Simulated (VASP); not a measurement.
# Ir (Fm-3m) in VASP: further runs, part 2 of 2

VASP 6.6.1. Earlier steps stand in the parts before.

**4. Single point, PBEsol**

This run uses another cell than the first one, of 14.05 Å³/atom, 1.026 times its volume.

The input, INCAR:

```
SYSTEM = Ir
ALGO     = Normal         ! electronic algorithm
EDIFF    = 1E-7           ! SCF threshold, eV
ENCUT    = 520            ! plane-wave cutoff, eV
GGA      = PS             ! functional
ISIF     = 2              ! what is computed and relaxed
ISMEAR   = 0              ! smearing method
LASPH    = .True.         ! aspherical terms in the spheres
LCHARG   = .False.        ! write CHGCAR
LREAL    = .False.        ! projectors in reciprocal space
LWAVE    = .False.        ! write WAVECAR
NBANDS   = 10             ! bands
NELM     = 80             ! most SCF steps
PREC     = Accurate       ! precision mode
SIGMA    = 0.1            ! smearing width, eV
```

The input, KPOINTS:

```
k-points
0
Gamma
  15 15 15
  0 0 0
```

The input, POSCAR:

```
Ir
1.0
    2.7083818999      0.0000000000      0.0000000000
   -1.3541909500      2.3455275285      0.0000000000
    1.3541909500      0.7818425095      2.2113845611
Ir
1
Direct
    0.0000000000      0.0000000000      0.0000000000
```

Potentials or basis: VASP PAW PBE potentials, release 64 (Ir).

On the command line:

```bash
$ cat potpaw_PBE.64/Ir/POTCAR > POTCAR
$ mpirun -np 1 vasp_std > vasp.out
```

OUTCAR:

```text
SYSTEM = Ir
   EDIFF = 1E-7
   ENCUT = 520
   GGA = PS
   ISIF = 2
   ISMEAR = 0
   LASPH = .True.
   LREAL = .False.
   NELM = 80
   PREC = Accurate

 ion  position               nearest neighbor table
   1  0.000  0.000  0.000-

  LATTYP: Found a face centered cubic cell.
 ALAT       =     3.8302304149

  Lattice vectors:

 A1 = (  -2.7083818999,   0.0000000000,   0.0000000000)
 A2 = (  -1.3541909499,   0.7818425095,   2.2113845611)
 A3 = (  -1.3541909500,   2.3455275285,   0.0000000000)

Analysis of symmetry for initial positions (statically):
=====================================================================
 Subroutine PRICEL returns:
 Original cell was already a primitive cell.

 Routine SETGRP: Setting up the symmetry group for a
 face centered cubic supercell.

 Subroutine GETGRP returns: Found 48 space group operations
 (whereof 48 operations were pure point group operations)
 out of a pool of 48 trial point group operations.

The static configuration has the point symmetry O_h .

Analysis of symmetry for dynamics (positions and initial velocities):
[... 153 lines left out ...]
  free energy    TOTEN  =        -9.82761481 eV

  energy without entropy =       -9.82245672  energy(sigma->0) =       -9.82503577

 E-fermi :  10.4292     XC(G=0): -14.1433

 val. band max:       10.4252734826   @ k =   0.2667   0.4000   0.0667
 cond. band min:      10.4497832634   @ k =   0.2000   0.4667   0.0667
 fundamental gap:      0.0245097808
 Fermi energy:        10.4291605421

 k-point     1 :       0.0000    0.0000    0.0000
  band No.  band energies     occupation
      1      -0.8981      2.00000
      2       6.4213      2.00000
      3       6.4213      2.00000
      4       6.4213      2.00000
      5       9.1676      2.00000
      6       9.1676      2.00000
      7      24.6738      0.00000
      8      30.2899      0.00000
      9      30.2899      0.00000
     10      30.2899      0.00000
[... 287 lines left out ...]
 k-point    24 :      -0.0667    0.1333    0.0000
  band No.  band energies     occupation
      1      -0.3759      2.00000
      2       6.1241      2.00000
      3       6.6290      2.00000
      4       6.6848      2.00000
      5       8.8725      2.00000
      6       9.2015      2.00000
      7      25.5615      0.00000
      8      28.3841      0.00000
      9      30.4884      0.00000
     10      31.4590      0.00000

 [... further k-points ...]
[... 5 lines left out ...]
  --------------------------------------------------------------------------------------
  -------------------------------------------------------------------------------------
  Total        0.0791360      0.0791360      0.0791360     -0.0000000     -0.0000000      0.0000000
  in kB        9.0254776      9.0254776      9.0254776     -0.0000000     -0.0000000      0.0000000
  external PRESSURE =       9.0254776 kB  Pullay stress =       0.0000000 kB

 VOLUME and BASIS-vectors are now :
 -----------------------------------------------------------------------------
  energy-cutoff  :      520.00
  volume of cell :       14.05
      direct lattice vectors                 reciprocal lattice vectors
     2.708381900  0.000000000  0.000000000     0.369224148  0.213171661 -0.301470255
    -1.354190950  2.345527528  0.000000000     0.000000000  0.426343323 -0.150735127
     1.354190950  0.781842510  2.211384561     0.000000000  0.000000000  0.452205382

 POSITION                                       TOTAL-FORCE (eV/Angst)
 -----------------------------------------------------------------------------------
      0.00000      0.00000      0.00000        -0.000000     -0.000000      0.000000
 -----------------------------------------------------------------------------------
    total drift:                               -0.000000     -0.000000     -0.000000

  FREE ENERGIE OF THE ION-ELECTRON SYSTEM (eV)
  ---------------------------------------------------
  free  energy   TOTEN  =        -9.8276148112 eV

  energy  without entropy=       -9.8224567248  energy(sigma->0) =       -9.82503577
```

Run time: 8.7 s. Hardware: 1 thread of AMD EPYC 9R14 (Zen 4), shared host; peak memory 0.11 GiB.

Results:

* Free energy: -9.8276 eV
* Pressure: 0.9 GPa

Caveat: the PAW data sets were made with another functional, which shifts forces and pressure a little; spin-orbit coupling is left out, which moves the levels of the heavy elements.

**5. Summary**

| task | cell | k mesh | cutoff (eV) | smearing | gap on the mesh (eV) | pressure (GPa) |
| --- | --- | --- | --- | --- | --- | --- |
| relaxation of cell and atoms | relaxed to 22 GPa from a = 2.686 Å, angles 60.0°, 1 atom | 20 × 20 × 20 | 600 | fermi-dirac 0.15 eV | none | 22.0 |
| relaxation of cell and atoms | relaxed from a = 2.708 Å, angles 60.0°, 1 atom | 20 × 20 × 20 | 600 | fermi-dirac 0.15 eV | none | 0.0 |
| single point | a = 2.708 Å, angles 90.0, 60.0, 120.0°, 1 atom | 15 × 15 × 15 | 520 | gaussian 0.1 eV | none | 0.9 |

Alike in all rows: level PBEsol; potentials or basis VASP PAW PBE potentials, release 64 (Ir); no spin polarisation.

Caveats: the PAW data sets were made with another functional, which shifts forces and pressure a little; spin-orbit coupling is left out, which moves the levels of the heavy elements; the cell is relaxed towards a set pressure, so the enthalpy falls and the energy may rise (some runs).

Absolute energies hang on the potentials; compare differences alone.
